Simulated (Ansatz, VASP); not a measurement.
**Li3SiN2: VASP beside Ansatz**

```
CELL_PARAMETERS angstrom
3.06497 0.00000 0.00000
0.00000 3.06497 0.00000
0.00000 0.00000 7.12155
ATOMIC_POSITIONS crystal
Li 0.00000 0.00000 0.80217
Li 0.00000 0.00000 0.19783
Li 0.00000 0.00000 0.50000
Si 0.50000 0.50000 0.00000
N 0.50000 0.50000 0.23621
N 0.50000 0.50000 0.76379
```

Change from the starting cell: species swapped into the Li3Tl2Cd type (P4/mmm, No. 123).

Alike in both runs: functional PBE; k mesh 6 × 6 × 2; occupations gaussian, width 0.1 eV; collinear spin.

Ansatz relaxed the structure, and its values are those at the end. VASP's run is a single point on that final structure, the one shown.

|  | VASP | Ansatz |
| --- | --- | --- |
| version | VASP 6.6.1 | Ansatz 0.2.0 |
| potentials or method | VASP PAW PBE potentials, release 64 (Li_sv, Si, N), cutoff 520 eV | scalar-relativistic, plane waves, PAW |
| valence electrons in the cell | 23 | 23 |

```csv
,VASP,Ansatz,Ansatz less VASP
gap on the k mesh at the Fermi level (eV),none,none,-
rms of the force components (eV/Å),0.004,0.004,+0.0002
net moment per atom (μB),0.00,0.00,-0.001
```

A gap of «none» marks a metal or a gap that the smearing closes. Ansatz's warnings: seeded moment not kept.

The k mesh is coarse, so the values compare programs but aren't converged. Noted on VASP's run: the cutoff is short for stress, so the pressure is rough.
